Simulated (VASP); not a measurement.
Here is a VASP 6.6.1 calculation.

Contents of POSCAR:

```
Sb
1.0
    2.1599482920      1.2470467278      3.7344488395
   -2.1599482920      1.2470467278      3.7344488395
    0.0000000000     -2.4940934556      3.7344488395
Sb
2
Direct
    0.7693249688      0.7693249688      0.7693249688
    0.2306750312      0.2306750312      0.2306750312
```

File INCAR.step1:

```
  PREC = Accurate
  ENCUT = 520
  EDIFF = 1E-5
  ISMEAR = -1
  SIGMA = 0.05
  LREAL = F
  LASPH = T
  NELM = 60
  ALGO = Normal
  ISIF = 2
  LWAVE = T
  LCHARG = F
  GGA = PE
  NBANDS = 12
```

INCAR.step2

```
  PREC = Accurate
  ENCUT = 520
  EDIFF = 1E-7
  ISMEAR = -1
  SIGMA = 0.05
  LREAL = F
  LASPH = T
  NELM = 60
  ALGO = Normal
  ISIF = 2
  LWAVE = F
  LCHARG = F
  GGA = PS
  LHFCALC = T
  AEXX = 0.25
  HFSCREEN = 0.207
  PRECFOCK = Normal
  ISTART = 1
  NBANDS = 12
```

KPOINTS

```
regular mesh
0
Gamma
  4 4 4
```

Potentials or basis: VASP PAW PBE potentials, release 64 (Sb).

Command:

```console
$ cat potpaw_PBE.64/Sb/POTCAR > POTCAR
$ cp INCAR.step1 INCAR
$ mpirun -np 1 vasp_std > vasp.out
$ cp INCAR.step2 INCAR
$ mpirun -np 1 vasp_std > vasp.out
```

(1) Predict the largest force.

(2) Estimate the pressure.

Answers

(1) 0.058 eV/Å.

(2) -0.8 GPa.

Caveat: the k points lie up to 0.44 Å⁻¹ apart; the PAW data sets were made with another functional, which shifts forces and pressure a little.
